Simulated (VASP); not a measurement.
# GaP (m.bgw) (F-43m) in VASP: single point with PBEsol

Aim: the single point of GaP (m.bgw) with PBEsol.

Program: VASP 6.6.1. These are calculated values, not measurements. Logs are shortened: lines on timing, memory, paths and dates and some standing lists are left out, and cuts for length are marked.

## (1) The cell of the first run

It takes space group F-43m (No. 216, cubic). The conventional cell has a = 5.439 Å, b = 5.439 Å, c = 5.439 Å, α = 90.00°, β = 90.00°, γ = 90.00°. Within 3.1 Å of Ga (site symmetry -43m) lie 4 P at 2.35 Å. Within 3.1 Å of P (site symmetry -43m) lie 4 Ga at 2.35 Å.

## (2) Single point, PBEsol

Contents of INCAR:

```
SYSTEM = GaP
  PREC = Accurate
  ENCUT = 500
  EDIFF = 1E-6
  ISMEAR = 0
  SIGMA = 0.01
  LREAL = .FALSE.
  LASPH = .TRUE.
  NELM = 120
  ALGO = Normal
  ISIF = 2
  LWAVE = .FALSE.
  LCHARG = .TRUE.
  GGA = PS
  LELF = .TRUE.
  LVHAR = .TRUE.
  NBANDS = 16
  GGA_COMPAT = .FALSE.
```

Contents of KPOINTS:

```
Automatic mesh
0
G
  4 4 4
  0 0 0
```

Contents of POSCAR:

```
GaP
1.0
    0.0000000000      2.7192533674      2.7192533674
    2.7192533674      0.0000000000      2.7192533674
    2.7192533674      2.7192533674      0.0000000000
Ga P
1 1
Direct
    0.0000000000      0.0000000000      0.0000000000
    0.2500000000      0.2500000000      0.2500000000
```

Potentials or basis: VASP PAW PBE potentials, release 64 (Ga_d, P).

Started as:

```console
$ cat potpaw_PBE.64/Ga_d/POTCAR potpaw_PBE.64/P/POTCAR > POTCAR
$ mpirun -np 1 vasp_std > vasp.out
```

OUTCAR:

```text
SYSTEM = GaP
   PREC = Accurate
   ENCUT = 500
   EDIFF = 1E-6
   ISMEAR = 0
   LREAL = .FALSE.
   LASPH = .TRUE.
   NELM = 120
   ISIF = 2
   GGA = PS

 ion  position               nearest neighbor table
   1  0.000  0.000  0.000-   2 2.35   2 2.35   2 2.35   2 2.35
   2  0.250  0.250  0.250-   1 2.35   1 2.35   1 2.35   1 2.35

  LATTYP: Found a face centered cubic cell.
 ALAT       =     5.4385067348

  Lattice vectors:

 A1 = (   0.0000000000,   2.7192533674,   2.7192533674)
 A2 = (   2.7192533674,   0.0000000000,   2.7192533674)
 A3 = (   2.7192533674,   2.7192533674,   0.0000000000)

Analysis of symmetry for initial positions (statically):
=====================================================================
 Subroutine PRICEL returns:
 Original cell was already a primitive cell.

 Routine SETGRP: Setting up the symmetry group for a
 face centered cubic supercell.

 Subroutine GETGRP returns: Found 24 space group operations
 (whereof 24 operations were pure point group operations)
 out of a pool of 48 trial point group operations.

The static configuration has the point symmetry T_d .

Analysis of symmetry for dynamics (positions and initial velocities):
=====================================================================
 Subroutine PRICEL returns:
 Original cell was already a primitive cell.

 Routine SETGRP: Setting up the symmetry group for a
 face centered cubic supercell.

 Subroutine GETGRP returns: Found 24 space group operations
 (whereof 24 operations were pure point group operations)
 out of a pool of 48 trial point group operations.

The dynamic configuration has the point symmetry T_d .

 Subroutine INISYM returns: Found 24 space group operations
 (whereof 24 operations are pure point group operations),
 and found     1 'primitive' translations

----------------------------------------------------------------------------------------

                                     Primitive cell

  volume of cell :      40.2142

  direct lattice vectors                    reciprocal lattice vectors
     0.000000000  2.719253367  2.719253367    -0.183874002  0.183874002  0.183874002
     2.719253367  0.000000000  2.719253367     0.183874002 -0.183874002  0.183874002
     2.719253367  2.719253367  0.000000000     0.183874002  0.183874002 -0.183874002

  length of vectors
     3.845604992  3.845604992  3.845604992     0.318479114  0.318479114  0.318479114

  position of ions in fractional coordinates (direct lattice)
     0.000000000  0.000000000  0.000000000
     0.250000000  0.250000000  0.250000000

  ion indices of the primitive-cell ions
   primitive index   ion index
                 1           1
                 2           2

----------------------------------------------------------------------------------------

 KPOINTS: Automatic mesh

Automatic generation of k-mesh.
 Grid dimensions read from file:
 generate k-points for:    4    4    4

 Generating k-lattice:

  Cartesian coordinates                     Fractional coordinates (reciprocal lattice)
    -0.045968501  0.045968501  0.045968501     0.250000000  0.000000000  0.000000000
     0.045968501 -0.045968501  0.045968501     0.000000000  0.250000000  0.000000000
     0.045968501  0.045968501 -0.045968501     0.000000000  0.000000000  0.250000000

  Length of vectors
     0.079619779  0.079619779  0.079619779

  Shift w.r.t. Gamma in fractional coordinates (k-lattice)
     0.000000000  0.000000000  0.000000000

 Subroutine IBZKPT returns following result:
 ===========================================

 Found      8 irreducible k-points:

 Following reciprocal coordinates:
            Coordinates               Weight
  0.000000  0.000000  0.000000      1.000000
  0.250000  0.000000  0.000000      8.000000
  0.500000  0.000000  0.000000      4.000000
  0.250000  0.250000  0.000000      6.000000
  0.500000  0.250000  0.000000     24.000000
 -0.250000  0.250000  0.000000     12.000000
  0.500000  0.500000  0.000000      3.000000
 -0.250000  0.500000  0.250000      6.000000
   k-points           NKPTS =      8   k-points in BZ     NKDIM =      8   number of bands    NBANDS=     16
   number of dos      NEDOS =    301   number of ions     NIONS =      2
   total plane-waves  NPLWV =  21952
   dimension x,y,z NGX =    28 NGY =   28 NGZ =   28
   dimension x,y,z NGXF=    56 NGYF=   56 NGZF=   56
   ions per type =               1   1
   NGX,Y,Z   is equivalent  to a cutoff of  12.10, 12.10, 12.10 a.u.
   NGXF,Y,Z  is equivalent  to a cutoff of  24.21, 24.21, 24.21 a.u.
 SYSTEM =  GaP
   PREC   = accura    normal or accurate (medium, high low for compatibility)
   ISTART =      0    job   : 0-new  1-cont  2-samecut
   ICHARG =      2    charge: 1-file 2-atom 10-const
   ISPIN  =      1    spin polarized calculation?
   LNONCOLLINEAR =      F non collinear calculations
   LSORBIT =      F    spin-orbit coupling
   LASPH  =      T    aspherical Exc in radial PAW
   ENCUT  =  500.0 eV  36.75 Ry    6.06 a.u.   7.01  7.01  7.01*2*pi/ulx,y,z
   NELM   =    120;   NELMIN=  2; NELMDL= -5     # of ELM steps
   EDIFF  = 0.1E-05   stopping-criterion for ELM
   LREAL  =      F    real-space projection
   EDIFFG = 0.1E-04   stopping-criterion for IOM
   NSW    =      0    number of steps for IOM
   IBRION =     -1    ionic relax: 0-MD 1-quasi-New 2-CG
   NFREE  =      0    steps in history (QN), initial steepest desc. (CG)
   ISIF   =      2    stress and relaxation
   ISYM   =      2    0-nonsym 1-usesym 2-fastsym
   POTIM  = 0.5000    time-step for ionic-motion
   TEBEG  =    0.0;   TEEND  =   0.0 temperature during run
   PSTRESS=    0.0 pullay stress
   NELECT =      18.0000    total number of electrons
   NUPDOWN=      -1.0000    fix difference up-down
   EMIN   =  10.00;   EMAX   =-10.00  energy-range for DOS
   EFERMI =   0.00;   METHOD = LEGACY
   ISMEAR =     0;   SIGMA  =   0.01  broadening in eV -4-tet -1-fermi 0-gaus
   EFERMI_NEDOS =   21; number of points for ismear=-14 and -15
   IALGO  =     38    algorithm
   IMIX   =      4    mixing-type and parameters
     AMIX     =   0.40;   BMIX     =  1.00
     AMIX_MAG =   1.60;   BMIX_MAG =  1.00
  volume/ion in A,a.u.               =      20.11       135.69
  Fermi-wavevector in a.u.,A,eV,Ry     =   1.252293  2.366491 21.337174  1.568238
  Thomas-Fermi vector in A             =   2.386200
   LORBIT       =      0    0 simple, 1 ext, 2 COOP (PROOUT), +10 PAW based schemes
   GGA     = PS    functional components
   LHFCALC =     F    Hartree Fock is set to
   AEXX    =    0.0000 exact exchange contribution
   IVDW    =     0    specifies the selected vdW correction
   LEPSILON=     F    determine dielectric tensor
   LRPA    =     F    only Hartree local field effects (RPA)
 non-spin polarized calculation
 Gauss-broadening in eV      SIGMA  =   0.01
  energy-cutoff  :      500.00
  volume of cell :       40.21
 maximum number of plane-waves:      1036
   NGX = 13   NGY = 13   NGZ = 13

 number of electron      18.0000015 magnetization

 Free energy of the ion-electron system (eV)
  ---------------------------------------------------
  ext. energy  EPLUGINS =         0.00000000
  ---------------------------------------------------
  free energy    TOTEN  =        -9.77227913 eV

  energy without entropy =       -9.77227913  energy(sigma->0) =       -9.77227913

 E-fermi :   4.7483     XC(G=0): -10.0321

 val. band max:        4.6851044833   @ k =   0.0000   0.0000   0.0000
 cond. band min:       6.1557052507   @ k =   0.5000   0.5000   0.0000
 fundamental gap:      1.4706007674
 Fermi energy:         4.7483172928

 k-point     1 :       0.0000    0.0000    0.0000
  band No.  band energies     occupation
      1      -9.9164      2.00000
      2      -9.9164      2.00000
      3      -9.9164      2.00000
      4      -9.8151      2.00000
      5      -9.8151      2.00000
      6      -7.8993      2.00000
[... 8 lines left out ...]
     15      14.4404      0.00000
     16      14.4404      0.00000

 k-point     2 :       0.2500    0.0000    0.0000
  band No.  band energies     occupation
      1      -9.9608      2.00000
      2      -9.9013      2.00000
      3      -9.9013      2.00000
      4      -9.8139      2.00000
      5      -9.8139      2.00000
      6      -7.1101      2.00000
[... 8 lines left out ...]
     15      13.5829      0.00000
     16      14.3858      0.00000

 k-point     3 :       0.5000    0.0000    0.0000
  band No.  band energies     occupation
      1      -9.9990      2.00000
      2      -9.8911      2.00000
      3      -9.8911      2.00000
      4      -9.8075      2.00000
      5      -9.8075      2.00000
      6      -5.7809      2.00000
[... 8 lines left out ...]
     15      16.3547      0.00000
     16      16.3547      0.00000

 k-point     4 :       0.2500    0.2500    0.0000
  band No.  band energies     occupation
      1      -9.9844      2.00000
      2      -9.8837      2.00000
      3      -9.8837      2.00000
      4      -9.8321      2.00000
      5      -9.8039      2.00000
      6      -6.8448      2.00000
[... 8 lines left out ...]
     15      15.4021      0.00000
     16      17.2229      0.00000

 k-point     5 :       0.5000    0.2500    0.0000
  band No.  band energies     occupation
      1     -10.0101      2.00000
      2      -9.8768      2.00000
      3      -9.8684      2.00000
      4      -9.8306      2.00000
      5      -9.8021      2.00000
      6      -5.4552      2.00000
[... 8 lines left out ...]
     15      16.4501      0.00000
     16      17.8733      0.00000

 k-point     6 :      -0.2500    0.2500    0.0000
  band No.  band energies     occupation
      1      -9.9930      2.00000
      2      -9.8870      2.00000
      3      -9.8818      2.00000
      4      -9.8167      2.00000
      5      -9.8134      2.00000
      6      -5.9809      2.00000
[... 8 lines left out ...]
     15      15.6781      0.00000
     16      17.9750      0.00000

 k-point     7 :       0.5000    0.5000    0.0000
  band No.  band energies     occupation
      1     -10.0351      2.00000
      2      -9.8527      2.00000
      3      -9.8492      2.00000
      4      -9.8492      2.00000
      5      -9.7927      2.00000
      6      -4.8537      2.00000
[... 8 lines left out ...]
     15      17.0988      0.00000
     16      17.6479      0.00000

 k-point     8 :      -0.2500    0.5000    0.2500
  band No.  band energies     occupation
      1     -10.0151      2.00000
      2      -9.8772      2.00000
      3      -9.8552      2.00000
      4      -9.8310      2.00000
      5      -9.8062      2.00000
      6      -4.7543      2.00000
[... 8 lines left out ...]
     15      16.5830      0.00000
     16      18.4356      0.00000

------------------------ aborting loop because EDIFF is reached ----------------------------------------

  FORCE on cell =-STRESS in cart. coord.  units (eV):
  Direction    XX          YY          ZZ          XY          YZ          ZX
  --------------------------------------------------------------------------------------
  -------------------------------------------------------------------------------------
  Total        0.0860807      0.0860807      0.0860807      0.0000000      0.0000000      0.0000000
  in kB        3.4295532      3.4295532      3.4295532      0.0000000      0.0000000      0.0000000
  external PRESSURE =       3.4295532 kB  Pullay stress =       0.0000000 kB

 VOLUME and BASIS-vectors are now :
 -----------------------------------------------------------------------------
  energy-cutoff  :      500.00
  volume of cell :       40.21
      direct lattice vectors                 reciprocal lattice vectors
     0.000000000  2.719253367  2.719253367    -0.183874002  0.183874002  0.183874002
     2.719253367  0.000000000  2.719253367     0.183874002 -0.183874002  0.183874002
     2.719253367  2.719253367  0.000000000     0.183874002  0.183874002 -0.183874002

 POSITION                                       TOTAL-FORCE (eV/Angst)
 -----------------------------------------------------------------------------------
      0.00000      0.00000      0.00000        -0.000000     -0.000000     -0.000000
      1.35963      1.35963      1.35963         0.000000      0.000000      0.000000
 -----------------------------------------------------------------------------------
    total drift:                                0.000001      0.000001      0.000001

  FREE ENERGIE OF THE ION-ELECTRON SYSTEM (eV)
  ---------------------------------------------------
  free  energy   TOTEN  =        -9.7722791302 eV

  energy  without entropy=       -9.7722791302  energy(sigma->0) =       -9.77227913
```

Run time: 8.1 s. Hardware: 1 thread of Intel Xeon 6975P-C, shared host; peak memory 0.15 GiB.

What came out:

```
Free energy            : -9.7723 eV
Pressure               : 0.3 GPa
Band gap on the k mesh : 1.47 eV, indirect (least direct gap 1.79 eV)
```

Levels at points of the mesh, in eV from the valence-band top:
| k point | band 7 | band 8 | band 9 | band 10 | band 11 | band 12 |
| --- | --- | --- | --- | --- | --- | --- |
| (0.00, 0.00, 0.00) | 0.00 | 0.00 | 0.00 | 1.79 | 3.79 | 3.79 |
| (0.50, 0.00, 0.00) | -6.76 | -1.15 | -1.15 | 1.58 | 4.62 | 4.62 |
| (0.50, 0.50, 0.00) | -6.87 | -2.75 | -2.75 | 1.47 | 1.68 | 10.58 |

Caveat: the k points lie up to 0.50 Å⁻¹ apart; the PAW data sets were made with another functional, which shifts forces and pressure a little.
